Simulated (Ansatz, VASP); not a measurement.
## GaN: VASP beside Ansatz

```xyz
4
Lattice="3.1518 0.0000 0.0000 -1.5759 2.7295 0.0000 0.0000 0.0000 5.1385" Properties=species:S:1:pos:R:3 pbc="T T T"
Ga    1.5759    0.9098    2.5656
Ga    0.0000    1.8197    5.1349
N     1.5759    0.9098    4.4998
N     0.0000    1.8197    1.9305
```

Alike in both runs: functional LDA; k mesh 12 × 12 × 6; occupations gaussian, width 0.02 eV; no spin polarisation.

Ansatz relaxed the structure, and its values are those at the end. VASP's run is a single point on that final structure, the one shown.

|  | VASP | Ansatz |
| --- | --- | --- |
| version | VASP 6.6.1 | Ansatz 0.2.0 |
| potentials or method | VASP PAW LDA potentials, release 64 (Ga_d, N), cutoff 520 eV | scalar-relativistic, plane waves, PAW |
| valence electrons in the cell | 36 | 36 |

```csv
,VASP,Ansatz,Ansatz less VASP
gap on the k mesh at the Fermi level (eV),2.15,2.13,-0.017
least direct gap on the mesh (eV),2.15,2.13,-0.017
pressure (GPa),1.1,0.0,-1.09
```

LDA's correlation is that of Perdew and Zunger in VASP and of Perdew and Wang (1992) in Ansatz.
